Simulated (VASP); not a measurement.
Y3B2, 5 atoms in the cell. Symmetry: P6mm, No. 183, hexagonal system. Conventional cell: a = 4.766 Å, b = 4.766 Å, c = 4.350 Å, α = 90.00°, β = 90.00°, γ = 120.00°. Y (site symmetry 3m) has 2 B at 1.89 to 2.46 Å within 2.5 Å. Y (site symmetry 6mm) has 6 Y at 2.79 Å and 12 B at 3.40 to 3.62 Å within 3.7 Å. Within 2.5 Å of B (site symmetry 3m) lie 2 Y at 1.89 to 2.46 Å. The cell was generated, and may not be a known phase.

```yaml
Program: VASP 6.6.1
Task: relaxation of cell and atoms
Functional: PBE
Potentials_or_basis: VASP PAW PBE potentials, release 64 (Y_sv, B)
Cutoff: 600 eV
k_mesh: 6 × 6 × 4
Occupations: gaussian, width 0.1 eV
Spin: no spin polarisation
Dipole_correction: no
Further_INCAR_settings: ALGO = Normal; EDIFF = 1e-06; IBRION = 2; EDIFFG = -0.04; NSW = 90; ISIF = 3
```

Potentials or basis: VASP PAW PBE potentials, release 64 (Y_sv, B).

Run with:

```sh
$ cat potpaw_PBE.64/Y_sv/POTCAR potpaw_PBE.64/B/POTCAR > POTCAR
$ mpirun -np 1 vasp_std > vasp.out
```

Hardware: 1 thread of Oxide Virtual Turin-like Processor (shared host).

Problem. How long does it take, and how much memory?

Solution. Run time: 36 min on 1 thread of Oxide Virtual Turin-like Processor (shared host), peak memory 0.24 GiB. Counts: scf iterations 387, k points 21, ion steps 38.
